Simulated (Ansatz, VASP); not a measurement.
**SnSe: VASP beside Ansatz**

```xyz
4
Lattice="4.2853 0.0000 0.0000 0.0000 4.2853 0.0000 0.0000 0.0000 10.9907" Properties=species:S:1:pos:R:3 pbc="T T T"
Sn    0.0000    2.1427    6.8996
Sn    2.1427    0.0000    4.0911
Se    0.0000    2.1427    4.2200
Se    2.1427    0.0000    6.7707
```

Alike in both runs: functional LDA; k mesh 6 × 6 × 3; occupations fermi-dirac, width 0.05 eV; no spin polarisation.

|  | VASP | Ansatz |
| --- | --- | --- |
| version | VASP 6.6.1 | Ansatz 0.2.0 |
| potentials or method | VASP PAW LDA potentials, release 64 (Sn_d, Se) | Ansatz PAW |
| plane-wave cutoff (eV) | 520 | 420 |
| valence electrons in the cell | 40 | 60 |
| task | single point | band structure |

|  | VASP | Ansatz | Ansatz less VASP |
| --- | --- | --- | --- |
| rms of the force components (eV/Å) | 0.090 | 0.101 | +0.0110 |

LDA's correlation is that of Perdew and Zunger in VASP and of Perdew and Wang (1992) in Ansatz. Atom by atom the forces differ by 0.013 eV/Å (rms over components). VASP's potentials hold 40 valence electrons a cell and Ansatz's 60, so a difference there can come from the potentials and not from the codes.
